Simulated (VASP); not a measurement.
Write the native input for VASP 6.6.1 that does the following.

| Item | Value |
| --- | --- |
| Task | single point |
| Functional | LDA |
| Potentials or basis | VASP PAW LDA potentials, release 64 (Na_pv, K_sv, Br) |
| Cutoff | 500 eV |
| k mesh | 4 × 4 × 4 |
| Occupations | gaussian, width 0.01 eV |
| Spin | no spin polarisation |
| Dipole correction | no |
| Further INCAR settings | ALGO = Normal; EDIFF = 1e-06; NBANDS = 23 |

The structure of KNaBr2 lies in POSCAR:

```
KNaBr2
1.0
    2.2092104346      1.2754882391      7.3202974963
   -2.2092104346      1.2754882391      7.3202974963
    0.0000000000     -2.5509764782      7.3202974963
Na K Br
1 1 2
Direct
    1.0000000000      0.0000000000      0.0000000000
    0.5000000000      0.5000000000      0.5000000000
    0.2587245578      0.2587245578      0.2587245578
    0.7412754422      0.7412754422      0.7412754422
```

One way to write it, as run:

INCAR

```
PREC = Accurate
ENCUT = 500
EDIFF = 1E-6
ISMEAR = 0
SIGMA = 0.01
LREAL = False
LASPH = True
NELM = 120
ALGO = Normal
ISIF = 2
LWAVE = False
LCHARG = True
GGA = CA
LELF = True
LVHAR = True
NBANDS = 23
GGA_COMPAT = False
```

KPOINTS

```
regular mesh
0
Gamma
  4 4 4
```

Potentials or basis: VASP PAW LDA potentials, release 64 (Na_pv, K_sv, Br).

Command:

```console
$ cat potpaw_LDA.64/Na_pv/POTCAR potpaw_LDA.64/K_sv/POTCAR potpaw_LDA.64/Br/POTCAR > POTCAR
$ mpirun -np 1 vasp_std > vasp.out
```

Results of the run:

* Pressure: -1.7 GPa
* Largest force: 0.024 eV/Å
* Band gap on the k mesh: 3.88 eV

Wall time 110 s on 1 thread of AMD EPYC 7R43 64-Core Processor (Zen 3), with other jobs on the host, peak memory 0.33 GiB.
